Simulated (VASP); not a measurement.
# LiCl (P1) in VASP: further runs

Runs on LiCl. Level: PBE. Tasks: relaxation of cell and atoms, single point.

All numbers are computed with VASP 6.6.1; they aren't measurements. Logs are shortened: lines on timing, memory, paths and dates and some standing lists are left out, and cuts for length are marked.

## (1) The cell of the first run

The typed cell holds 8 atoms: a = 3.562 Å, b = 6.283 Å, c = 6.230 Å, α = 108.24°, β = 88.80°, γ = 90.53°.

## (2) Relaxation of cell and atoms, PBE

Contents of INCAR:

```
PREC = Accurate
ENCUT = 600
EDIFF = 1E-6
ISMEAR = 0
SIGMA = 0.1
LREAL = False
LASPH = True
NELM = 80
ALGO = Normal
ISIF = 3
LWAVE = False
LCHARG = False
GGA = PE
IBRION = 2
NSW = 80
EDIFFG = -0.025
```

Contents of KPOINTS:

```
regular mesh
0
Gamma
  4 2 2
```

Contents of POSCAR:

```
LiCl
1.0
   -0.0333407198      2.5311333458      2.5057230409
    5.0855037398      2.5885535464     -2.6298246812
   -5.0529418773      2.6226731235     -2.5305813790
Li Cl
4 4
Direct
    0.0271085434      0.2391554412      0.7510413997
    0.4783834062      0.7301558780      0.7688544460
    0.4790026009      0.2191437165      0.2166863442
    0.0434289071      0.7596365340      0.2693478273
    0.0163429533      0.0320693310      0.0023997727
    0.5799458787      0.5255061342     -0.0089774220
    0.4166046055      0.9813065409      0.4874381170
   -0.0408168951      0.5130264243      0.5132095152
```

Potentials or basis: VASP PAW PBE potentials, release 64 (Li_sv, Cl).

Started as:

```sh
> cat potpaw_PBE.64/Li_sv/POTCAR potpaw_PBE.64/Cl/POTCAR > POTCAR
> mpirun -np 1 vasp_std > vasp.out
```

OUTCAR:

```text
PREC = Accurate
   ENCUT = 600
   EDIFF = 1E-6
   ISMEAR = 0
   LREAL = False
   LASPH = True
   NELM = 80
   ISIF = 3
   GGA = PE
   IBRION = 2
   NSW = 80
   EDIFFG = -0.025

 ion  position               nearest neighbor table
   1  0.027  0.239  0.751-   5 2.33   7 2.35   6 2.51   8 2.61
   2  0.478  0.730  0.769-   6 2.20   8 2.43   8 2.56   5 2.58
   3  0.479  0.219  0.217-   5 2.23   5 2.40   7 2.59
   4  0.043  0.760  0.269-   7 2.10   8 2.50   6 2.52
   5  0.016  0.032  0.002-   3 2.23   1 2.33   3 2.40   2 2.58
   6  0.580  0.526  0.991-   2 2.20   1 2.51   4 2.52
   7  0.417  0.981  0.487-   4 2.10   1 2.35   3 2.59
   8  0.959  0.513  0.513-   2 2.43   4 2.50   2 2.56   1 2.61

  LATTYP: Found a triclinic cell.
 ALAT       =     3.5617966780
 B/A-ratio  =     2.0358228935
 C/A-ratio  =     1.9965199251
 COS(alpha) =     0.0033914789
 COS(beta)  =     0.4824786006
 COS(gamma) =     0.4992241047

  Lattice vectors:

 A1 = (  -0.0333407198,   2.5311333458,   2.5057230409)
 A2 = (  -5.1188444596,  -0.0574202006,   5.1355477221)
 A3 = (   5.0196011575,  -0.0915397777,   5.0363044199)

Analysis of symmetry for initial positions (statically):
=====================================================================
 Subroutine PRICEL returns:
 Original cell was already a primitive cell.

 Routine SETGRP: Setting up the symmetry group for a
 triclinic supercell.

 Subroutine GETGRP returns: Found  1 space group operations
 (whereof  1 operations were pure point group operations)
 out of a pool of  2 trial point group operations.

The static configuration has the point symmetry C_1 .

Analysis of symmetry for dynamics (positions and initial velocities):
=====================================================================
 Subroutine PRICEL returns:
 Original cell was already a primitive cell.

 Routine SETGRP: Setting up the symmetry group for a
 triclinic supercell.

 Subroutine GETGRP returns: Found  1 space group operations
 (whereof  1 operations were pure point group operations)
 out of a pool of  2 trial point group operations.

The dynamic configuration has the point symmetry C_1 .

 Subroutine INISYM returns: Found  1 space group operations
 (whereof  1 operations are pure point group operations),
 and found     1 'primitive' translations

----------------------------------------------------------------------------------------

                                     Primitive cell

[... 103 lines left out ...]
   EFERMI =   0.00;   METHOD = LEGACY
   ISMEAR =     0;   SIGMA  =   0.10  broadening in eV -4-tet -1-fermi 0-gaus
   EFERMI_NEDOS =   21; number of points for ismear=-14 and -15
   IALGO  =     38    algorithm
   IMIX   =      4    mixing-type and parameters
     AMIX     =   0.40;   BMIX     =  1.00
     AMIX_MAG =   1.60;   BMIX_MAG =  1.00
  volume/ion in A,a.u.               =      16.55       111.68
  Fermi-wavevector in a.u.,A,eV,Ry     =   1.098520  2.075902 16.418778  1.206746
  Thomas-Fermi vector in A             =   2.234899
   LORBIT       =      0    0 simple, 1 ext, 2 COOP (PROOUT), +10 PAW based schemes
   GGA     = PE    functional components
   LHFCALC =     F    Hartree Fock is set to
   AEXX    =    0.0000 exact exchange contribution
   IVDW    =     0    specifies the selected vdW correction
   LEPSILON=     F    determine dielectric tensor
   LRPA    =     F    only Hartree local field effects (RPA)
 conjugate gradient relaxation of ions
 non-spin polarized calculation
 Gauss-broadening in eV      SIGMA  =   0.10
  energy-cutoff  :      600.00
  volume of cell :      132.39
 maximum number of plane-waves:      4442
   NGX = 15   NGY = 25   NGZ = 25

--------------------------------------- Ionic step        1  -------------------------------------------

 number of electron      39.9999981 magnetization

 Free energy of the ion-electron system (eV)
  ---------------------------------------------------
  ext. energy  EPLUGINS =         0.00000000
  ---------------------------------------------------
  free energy    TOTEN  =       -28.96941003 eV

  energy without entropy =      -28.96941003  energy(sigma->0) =      -28.96941003

------------------------ aborting loop because EDIFF is reached ----------------------------------------

  FORCE on cell =-STRESS in cart. coord.  units (eV):
  Direction    XX          YY          ZZ          XY          YZ          ZX
  --------------------------------------------------------------------------------------
  -------------------------------------------------------------------------------------
  Total        2.8541793      3.7153120      1.8790969     -0.1523249      0.3236739      0.6530435
  in kB       34.5407092     44.9619650     22.7404557     -1.8434059      3.9170371      7.9030022
  external PRESSURE =      34.0810433 kB  Pullay stress =       0.0000000 kB
[... 107 lines left out ...]
  FREE ENERGIE OF THE ION-ELECTRON SYSTEM (eV)
  ---------------------------------------------------
  free  energy   TOTEN  =       -29.3327668032 eV

  energy  without entropy=      -29.3327668032  energy(sigma->0) =      -29.33276680

 E-fermi :   1.1774     XC(G=0):  -8.7178

 val. band max:        0.6222065217   @ k =   0.0000   0.0000   0.0000
 cond. band min:       6.8912164148   @ k =   0.0000   0.0000   0.0000
 fundamental gap:      6.2690098931
 Fermi energy:         1.1773668702

 k-point     1 :       0.0000    0.0000    0.0000
  band No.  band energies     occupation
      1     -42.9785      2.00000
      2     -42.9310      2.00000
      3     -42.9008      2.00000
      4     -42.8990      2.00000
      5     -12.8305      2.00000
      6     -12.2735      2.00000
[... 325 lines left out ...]
     24       8.5431      0.00000
     25       8.8095      0.00000

[... ionic steps 4 to 13 ...]

--------------------------------------- Ionic step       14  -------------------------------------------

 number of electron      39.9999984 magnetization

------------------------ aborting loop because EDIFF is reached ----------------------------------------
[... 79 lines left out ...]
--------------------------------------- Ionic step       16  -------------------------------------------

 number of electron      39.9999979 magnetization

 Free energy of the ion-electron system (eV)
  ---------------------------------------------------
  ext. energy  EPLUGINS =         0.00000000
  ---------------------------------------------------
  free energy    TOTEN  =       -29.52803775 eV

  energy without entropy =      -29.52803775  energy(sigma->0) =      -29.52803775

 E-fermi :   1.1280     XC(G=0):  -8.6851

 val. band max:        0.5134643167   @ k =   0.0000   0.0000   0.0000
 cond. band min:       6.7866937520   @ k =   0.0000   0.0000   0.0000
 fundamental gap:      6.2732294353
 Fermi energy:         1.1280371326

 k-point     1 :       0.0000    0.0000    0.0000
  band No.  band energies     occupation
      1     -43.0394      2.00000
      2     -43.0374      2.00000
      3     -43.0340      2.00000
      4     -43.0326      2.00000
      5     -12.8543      2.00000
      6     -12.2977      2.00000
[... 360 lines left out ...]
  FREE ENERGIE OF THE ION-ELECTRON SYSTEM (eV)
  ---------------------------------------------------
  free  energy   TOTEN  =       -29.5280377501 eV

  energy  without entropy=      -29.5280377501  energy(sigma->0) =      -29.52803775

 reached required accuracy - stopping structural energy minimisation
```

It took 5 min on 1 thread of AMD EPYC 9R45 (Zen 5), shared host; peak memory 0.23 GiB.

What came out:

```
Free energy                            : -29.5280 eV
Relaxed volume                         : 17.04 Å³/atom
Relaxed cell                           : a = 3.646 Å, b = 6.294 Å, c = 6.296 Å, α = 109.31°, β = 90.04°, γ = 89.96°
Space group after relaxing (to 0.05 Å) : Fm-3m (No. 225)
Energy gained by relaxing              : 69.8 meV/atom
Ionic steps                            : 16
Pressure after relaxing                : 0.0 GPa
Largest force after relaxing           : 0.017 eV/Å
Band gap on the k mesh                 : 6.27 eV, direct
```

Forces in eV/Å, atoms in the order of the input:
```
Li  -0.003 -0.009  0.006
Li  -0.005  0.011  0.007
Li  -0.002  0.006 -0.007
Li   0.005 -0.005 -0.003
Cl   0.008 -0.005  0.010
Cl   0.002  0.006  0.002
Cl  -0.004 -0.004 -0.016
Cl  -0.001 -0.001  0.001
```

The path:
```
step  energy change (eV)  largest force (eV/Å)  pressure (GPa)  volume (Å³)
   1              0.0000                1.3573            3.41       132.39
   2             -0.2865                0.5970            0.71       139.25
   3             -0.3634                0.3002           -1.29       146.97
   4             -0.3638                0.3098           -1.17       146.42
   5             -0.4081                0.2914           -0.85       143.94
   6             -0.4800                0.2733            0.39       136.65
   7             -0.4819                0.2789            0.74       135.05
   8             -0.5120                0.2196            0.36       135.91
   9             -0.5335                0.1733           -0.16       137.51
  10             -0.5470                0.1134           -0.03       136.76
  11             -0.5525                0.0783            0.16       135.86
  12             -0.5556                0.0525           -0.08       136.82
  13             -0.5560                0.0532           -0.18       137.23
  14             -0.5578                0.0368            0.03       136.30
  15             -0.5579                0.0333            0.07       136.10
  16             -0.5586                0.0173            0.01       136.36
```

Final structure:
```xyz
8
Lattice="0.0012 2.5775 2.5793 5.1341 2.5769 -2.5717 -5.1351 2.5748 -2.5763" Properties=species:S:1:pos:R:3 pbc="T T T"
Li   -2.5642    2.5860   -2.5801
Li    0.0063    5.1382   -2.5799
Li    0.0001    2.5683    0.0097
Li    2.5614    2.5858   -2.5700
Cl    5.1320    5.1543    0.0045
Cl   -2.5684    5.1478   -2.5745
Cl    2.5670    5.1599   -2.5612
Cl    0.0008    5.1534    0.0053
```

Caveat: the k points lie up to 0.53 Å⁻¹ apart in the final cell; the cutoff is under 1.25 times the usual one of these potentials, so pressure, stress and relaxed cells hold a basis-set (Pulay) error. A k mesh can miss the band edges.

## (3) Single point, PBE

This run uses another cell than the first one: it holds 6 atoms, not 8.

Contents of INCAR:

```
PREC     = Accurate       # precision mode
ENCUT    = 520            # plane-wave cutoff, eV
EDIFF    = 1E-7           # SCF threshold, eV
ISMEAR   = 0              # smearing method
SIGMA    = 0.1            # smearing width, eV
LREAL    = F              # projectors in reciprocal space
LASPH    = T              # aspherical terms in the spheres
NELM     = 60             # most SCF steps
ALGO     = Normal         # electronic algorithm
ISIF     = 2              # what is computed and relaxed
LWAVE    = F              # write WAVECAR
LCHARG   = F              # write CHGCAR
GGA      = PE             # functional
NBANDS   = 24             # bands
```

Contents of KPOINTS:

```
regular mesh
0
Gamma
  4 6 6
```

Contents of POSCAR:

```
LiCl
1.0
    4.6791903500      0.0000000000      0.0000000000
    0.0000000000      4.9424914000      0.0000000000
    0.0000000000     -2.4712457000      4.2803231100
Li Cl
3 3
Direct
    0.5833333300      0.5319189500      0.7659594700
    0.9166666700      0.2340405300      0.7659594700
    0.0833333300      0.4680810500      0.2340405300
    0.2500000000      0.2340405300      0.4680810500
    0.7500000000      0.7659594700      0.5319189500
    0.4166666700      0.7659594700      0.2340405300
```

Potentials or basis: VASP PAW PBE potentials, release 64 (Li_sv, Cl).

Started as:

```sh
> cat potpaw_PBE.64/Li_sv/POTCAR potpaw_PBE.64/Cl/POTCAR > POTCAR
> mpirun -np 1 vasp_std > vasp.out
```

It took 2.2 min on 1 thread of AMD EPYC 9R45 (Zen 5), shared host; peak memory 0.26 GiB.

It converged, with:

```yaml
Free_energy: -12.6415 eV
Largest_force: 10.040 eV/Å
Band_gap_on_the_k_mesh: 0.77 eV, indirect (least direct gap 1.16 eV)
```

Forces on the atoms (eV/Å):
```
Li  -0.881  0.937  0.255
Li   0.329 -0.518 -0.617
Li   0.590  0.007  0.874
Cl  -2.577  5.026  3.122
Cl   5.317 -2.012  5.378
Cl  -2.778 -3.441 -9.013
```

Levels at points of the mesh, in eV from the valence-band top:
| k point | band 11 | band 12 | band 13 | band 14 | band 15 | band 16 | band 17 | band 18 | band 19 | band 20 |
| --- | --- | --- | --- | --- | --- | --- | --- | --- | --- | --- |
| (0.00, 0.00, 0.00) | -5.07 | -4.62 | -3.79 | -1.43 | -0.40 | 0.77 | 2.51 | 4.12 | 4.44 | 5.33 |
| (0.50, 0.00, 0.00) | -5.17 | -4.94 | -3.57 | -1.11 | -0.79 | 1.61 | 2.75 | 4.26 | 4.74 | 5.65 |
| (0.00, 0.50, 0.00) | -5.13 | -4.67 | -3.51 | -0.92 | -0.35 | 1.60 | 2.51 | 3.42 | 5.39 | 6.20 |
| (0.00, 0.00, 0.50) | -4.75 | -4.57 | -3.67 | -1.81 | 0.00 | 1.91 | 2.34 | 4.38 | 5.00 | 5.98 |
| (0.00, 0.50, 0.50) | -5.27 | -4.94 | -3.33 | -0.86 | -0.73 | 1.54 | 2.72 | 4.80 | 5.80 | 6.16 |
| (0.50, 0.50, 0.00) | -4.62 | -4.07 | -3.56 | -1.61 | -0.09 | 1.92 | 2.87 | 4.39 | 5.42 | 6.11 |
| (0.50, 0.00, 0.50) | -5.01 | -4.58 | -3.24 | -0.65 | -0.17 | 1.52 | 3.22 | 4.89 | 5.75 | 6.27 |
| (0.50, 0.50, 0.50) | -4.63 | -4.06 | -3.14 | -1.43 | -0.36 | 1.94 | 3.12 | 3.86 | 5.74 | 6.16 |

Caveat: the cutoff is under 1.25 times the usual one of these potentials, so pressure, stress and relaxed cells hold a basis-set (Pulay) error; forces of over 1 eV/Å act on the atoms, so gaps and moduli don't describe the material at rest.
